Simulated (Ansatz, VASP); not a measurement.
# CuAuS3: VASP beside Ansatz

```
CELL_PARAMETERS angstrom
4.55624 0.00000 0.00000
0.00000 4.55624 0.00000
0.00000 0.00000 4.55624
ATOMIC_POSITIONS crystal
Cu 0.50000 0.50000 0.50000
S 0.00000 0.50000 0.50000
S 0.50000 0.00000 0.50000
S 0.50000 0.50000 0.00000
Au 0.00000 0.00000 0.00000
```

Alike in both runs: functional PBE; k mesh 4 × 4 × 4; occupations gaussian, width 0.1 eV; no spin polarisation.

Ansatz relaxed the structure, and its values are those at the end. VASP's run is a single point on that final structure, the one shown.

```csv
,VASP,Ansatz
version,VASP 6.6.1,Ansatz 0.2.0
potentials or method,"VASP PAW PBE potentials, release 64 (Cu, S, Au), cutoff 520 eV","scalar-relativistic, plane waves, PAW"
valence electrons in the cell,40,56
```

```csv
,VASP,Ansatz,Ansatz less VASP
gap on the k mesh at the Fermi level (eV),none,none,-
pressure (GPa),0.3,0.1,-0.20
```

A gap of «none» marks a metal or a gap that the smearing closes. VASP's potentials hold 40 valence electrons a cell and Ansatz's 56, so a difference there can come from the potentials and not from the codes.

Spin-orbit coupling is off throughout.
